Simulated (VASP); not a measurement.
Here is a VASP 6.6.1 calculation.

Contents of INCAR:

```
ALGO = Normal ; EDIFF = 1E-7
ENCUT = 520 ; ISIF = 2
ISMEAR = 1 ; LASPH = T
LCHARG = F ; LREAL = F
LWAVE = F ; NBANDS = 60
NELM = 80 ; PREC = Accurate
SIGMA = 0.15
```

File KPOINTS:

```
k-points
0
Gamma
  2 3 3
```

The input POSCAR:

```
Sc2Ag7
1.0
    0.0000000000      0.0000000000      8.0863960000
    3.2664780000     -3.2664780000      2.0215990000
    3.2664780000      3.2664780000     -2.0215990000
Ag Sc
7 2
Direct
    0.2219912548      0.7901609930      0.6110261572
    0.0962174179      0.3957921958      0.8066046978
    0.3034991372      0.1940385026      0.4286049072
    0.3803661859      0.5962669885      0.1794645487
    0.6454457759      0.5848482678      0.7097237453
    0.8017862003      0.2250260066      0.3479048382
    0.9203396907      0.6221610860      0.2293958508
   -0.0250600170      0.0080926613     -0.0581376945
    0.5071993746     -0.0050018705      0.0654379120
```

Potentials or basis: VASP PAW LDA potentials, release 64 (Ag, Sc_sv).

The run is started by

```bash
$ cat potpaw_LDA.64/Ag/POTCAR potpaw_LDA.64/Sc_sv/POTCAR > POTCAR
$ mpirun -np 1 vasp_std > vasp.out
```

Question: What does it give for the largest force?

Answer: 0.021 eV/Å.

Question: Predict the pressure.

Answer: -4.8 GPa.

Forces in eV/Å, atoms in the order of the input:
```
Ag  -0.005  0.007 -0.003
Ag  -0.002 -0.014  0.001
Ag   0.016 -0.002 -0.004
Ag   0.001 -0.002 -0.004
Ag  -0.011 -0.002  0.004
Ag   0.019 -0.009  0.000
Ag  -0.004  0.016  0.010
Sc  -0.017 -0.001 -0.001
Sc   0.003  0.007 -0.003
```

Caveat: the k points lie up to 0.46 Å⁻¹ apart.
